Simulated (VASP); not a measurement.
Wanted: the native input for a VASP 6.6.1 run.

```
Task                   : relaxation of cell and atoms
Functional             : BLYP
Dispersion             : D4
Potentials or basis    : VASP PAW PBE potentials, release 64 (Ti_sv, Al)
Cutoff                 : 600 eV
k mesh                 : 8 × 8 × 8
Occupations            : fermi-dirac, width 0.05 eV
Spin                   : no spin polarisation
Dipole correction      : no
Further INCAR settings : ALGO = Normal; EDIFF = 1e-07; IBRION = 2; EDIFFG = -0.01; NSW = 60; ISIF = 3
```

The structure of TiAl lies in POSCAR:

```
TiAl
1.0
    3.1790640000      0.0000000000      0.0000000000
    0.0000000000      3.1790640000      0.0000000000
    0.0000000000      0.0000000000      3.1790640000
Ti Al
1 1
Direct
    0.0000000000      0.0000000000      0.0000000000
    0.5000000000      0.5000000000      0.5000000000
```

The input as run:

INCAR

```
SYSTEM = TiAl
PREC = Accurate ; ENCUT = 600
EDIFF = 1E-7 ; ISMEAR = -1
SIGMA = 0.05 ; LREAL = .FALSE.
LASPH = .TRUE. ; NELM = 100
ALGO = Normal ; ISIF = 3
LWAVE = .FALSE. ; LCHARG = .FALSE.
GGA = B5 ; ALDAX = 1.0
AGGAX = 1.0 ; AGGAC = 1.0
ALDAC = 0.0 ; IVDW = 13
IBRION = 2 ; NSW = 60
EDIFFG = -0.01 ; VDW_S6 = 1.0
VDW_S8 = 2.34076671 ; VDW_A1 = 0.44488865
VDW_A2 = 4.0933009
```

KPOINTS

```
Automatic mesh
0
G
  8 8 8
  0 0 0
```

Potentials or basis: VASP PAW PBE potentials, release 64 (Ti_sv, Al).

Launch:

```bash
$ cat potpaw_PBE.64/Ti_sv/POTCAR potpaw_PBE.64/Al/POTCAR > POTCAR
$ mpirun -np 1 vasp_std > vasp.out
```

Results of the run:

```json
{
  "Relaxed volume": "15.82 Å³/atom",
  "Relaxed cell": "a = 3.163 Å, b = 3.163 Å, c = 3.163 Å, α = 90.00°, β = 90.00°, γ = 90.00°",
  "Space group after relaxing (to 0.05 Å)": "Pm-3m (No. 221)",
  "Energy gained by relaxing": "1.3 meV/atom",
  "Ionic steps": "3",
  "Pressure after relaxing": "0.0 GPa",
  "Dispersion energy per atom": "-0.551 eV"
}
```

Caveat: the PAW data sets were made with another functional, which shifts forces and pressure a little; pairwise dispersion overbinds metals, which lowers pressure and volume.

It took 35 s on 1 thread of Intel(R) Xeon(R) 6975P-C (Granite Rapids) (shared host), peak memory 0.16 GiB.
